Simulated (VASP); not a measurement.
## Ir: single point with r2SCAN

Ir:

```
Ir
1.0
     2.61524    0.00000    0.00000
    -1.30762    2.26487    0.00000
     0.00000    0.00000    4.24294
Ir
2
Cartesian
  0.0000 1.5099 1.0607
  1.3076 0.7550 3.1822
```

This isn't the form of Ir at room conditions, which is fcc.

| Item | Value |
| --- | --- |
| Program | VASP 6.6.1 |
| Task | single point |
| Functional | r2SCAN |
| Potentials or basis | VASP PAW PBE potentials, release 64 (Ir_sv_GW) |
| Cutoff | 620 eV |
| k mesh | 15 × 15 × 8 |
| Occupations | fermi-dirac, width 0.1 eV |
| Spin | no spin polarisation |
| Dipole correction | no |
| Further INCAR settings | ALGO = Normal; EDIFF = 1e-06; NBANDS = 24 |

```yaml
Pressure: 64.2 GPa
Band_gap_on_the_k_mesh: zero (bands 17 and 18 overlap by 4.12 eV)
```

Stress tensor (GPa, compression positive):
```
63.97  0.00  0.00
 0.00 63.97  0.00
 0.00  0.00 64.79
```

Levels at points of the mesh, in eV from the Fermi level:
```tsv
k point	band 15	band 16	band 17	band 18	band 19	band 20
(0.00, 0.00, 0.00)	-4.00	-3.00	-3.00	-1.08	0.32	0.32
(0.00, 0.00, 0.50)	-4.97	-4.97	-0.58	-0.58	-0.58	-0.58
```

Wall time 4.7 min on 1 thread of AMD EPYC 9R45 (Zen 5), with other jobs on the host, peak memory 0.2 GiB.

Caveat: the cell stands under pressure; the PAW data sets were made with another functional, which shifts forces and pressure a little; spin-orbit coupling is left out, which moves the levels of the heavy elements.
